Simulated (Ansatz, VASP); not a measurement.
# TiO2 in VASP and in Ansatz

```
Ti O
1.0
    -1.90894    1.90894    4.88836
     1.90894   -1.90894    4.88836
     1.90894    1.90894   -4.88836
Ti O
2 4
Direct
  0.00000 0.00000 0.00000
  0.75000 0.25000 0.50000
  0.17320 0.19748 0.97572
  0.95528 0.45528 0.50000
  0.54472 0.04472 0.50000
  0.79472 0.79472 0.00000
```

Alike in both runs: task single point; functional PBE; k mesh 8 × 8 × 8; occupations gaussian, width 0.05 eV; no spin polarisation; Hubbard terms Ti d U = 4.0 eV.

|  | VASP | Ansatz |
| --- | --- | --- |
| version | VASP 6.6.1 | Ansatz 0.2.0 |
| potentials or method | VASP PAW PBE potentials, release 64 (Ti_sv, O), cutoff 520 eV | scalar-relativistic, plane waves, PAW |
| valence electrons in the cell | 48 | 48 |

|  | VASP | Ansatz | Ansatz less VASP |
| --- | --- | --- | --- |
| gap on the k mesh at the Fermi level (eV) | 2.76 | 2.72 | -0.035 |
| least direct gap on the mesh (eV) | 2.98 | 2.94 | -0.033 |
| pressure (GPa) | 6.1 | 1.8 | -4.30 |
| traceless stress, the component that is largest in VASP (GPa) | 1.64 | 2.03 | +0.390 |
| rms of the force components (eV/Å) | 0.570 | 0.474 | -0.0967 |

The programs project onto different local orbitals, so the same U acts differently, and such runs can settle in different states. Atom by atom the forces differ by 0.124 eV/Å (rms over components).
